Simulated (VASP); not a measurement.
Input of a VASP 6.6.1 run:

INCAR

```
SYSTEM = MoS2
PREC = Accurate
ENCUT = 520
EDIFF = 1E-6
ISMEAR = -1
SIGMA = 0.1
LREAL = .False.
LASPH = .True.
NELM = 80
ALGO = Normal
ISIF = 2
LWAVE = .False.
LCHARG = .True.
GGA = PS
LELF = .True.
LVHAR = .True.
NBANDS = 20
```

File KPOINTS:

```
regular mesh
0
Gamma
  10 10 5
  0 0 0
```

The input POSCAR:

```
MoS2
1.0
    3.2274650000      0.0000000000      0.0000000000
   -1.6137320000      2.7950660000      0.0000000000
    0.0000000000      0.0000000000      6.3124730000
Mo S
1 2
Direct
    0.0000000000      0.0000000000      0.5000000000
    0.3333333333      0.6666666667      0.2553190000
    0.6666666667      0.3333333333      0.7446810000
```

Potentials or basis: VASP PAW PBE potentials, release 64 (Mo_sv, S).

The run is started by

```sh
$ cat potpaw_PBE.64/Mo_sv/POTCAR potpaw_PBE.64/S/POTCAR > POTCAR
$ mpirun -np 1 vasp_std > vasp.out
```

(1) Predict the largest force.

(2) Predict the pressure.

## Answers

(1) 0.021 eV/Å.

(2) -3.3 GPa.

Caveat: the PAW data sets were made with another functional, which shifts forces and pressure a little; this functional lacks dispersion, which binds the layers, so the pressure and a relaxed spacing across them are unreliable.
